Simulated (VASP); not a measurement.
The system is Y4C3.

```
Y C
1.0
     4.76262    0.00000    0.00000
     0.00000    4.76262    0.00000
     0.00000    0.00000    4.76262
Y C
4 3
Direct
  0.50000 0.50000 0.50000
  0.50000 0.00000 0.00000
  0.00000 0.50000 0.00000
  0.00000 0.00000 0.50000
  0.50000 0.50000 0.00000
  0.00000 0.50000 0.50000
  0.50000 0.00000 0.50000
```

The cell was generated, and may not be a known phase.

- Program: VASP 6.6.1
- Task: relaxation of cell and atoms
- Functional: PBE
- Potentials or basis: VASP PAW PBE potentials, release 64 (Y_sv, C)
- Cutoff: 600 eV
- k mesh: 4 × 4 × 4
- Occupations: gaussian, width 0.1 eV
- Spin: no spin polarisation

At the start: pressure 27.6 GPa; volume 15.43 Å³/atom.

Problem. How do energy, volume and symmetry change on relaxing?

Solution. Over 4 steps the energy falls by 239.7 meV/atom and the volume is 18.61 Å³/atom (+20.6 %); space group Pm-3m (No. 221, to 0.1 Å) before and after.

Step by step:
```csv
step,energy change (eV),largest force (eV/Å),pressure (GPa),volume (Å³)
1,0.0000,0.0000,27.62,108.03
2,-0.4774,0.0000,-13.32,155.19
3,-1.6768,0.0000,-0.52,130.83
4,-1.6778,0.0000,-0.08,130.29
```

Final structure:
```
Y C
1.0
     5.06961    0.00000    0.00000
     0.00000    5.06961    0.00000
     0.00000    0.00000    5.06961
Y C
4 3
Direct
  0.50000 0.50000 0.50000
  0.50000 0.00000 0.00000
  0.00000 0.50000 0.00000
  0.00000 0.00000 0.50000
  0.50000 0.50000 0.00000
  0.00000 0.50000 0.50000
  0.50000 0.00000 0.50000
```

Caveat: the volume moved by over 15 % at a fixed basis, so the end points are rough.
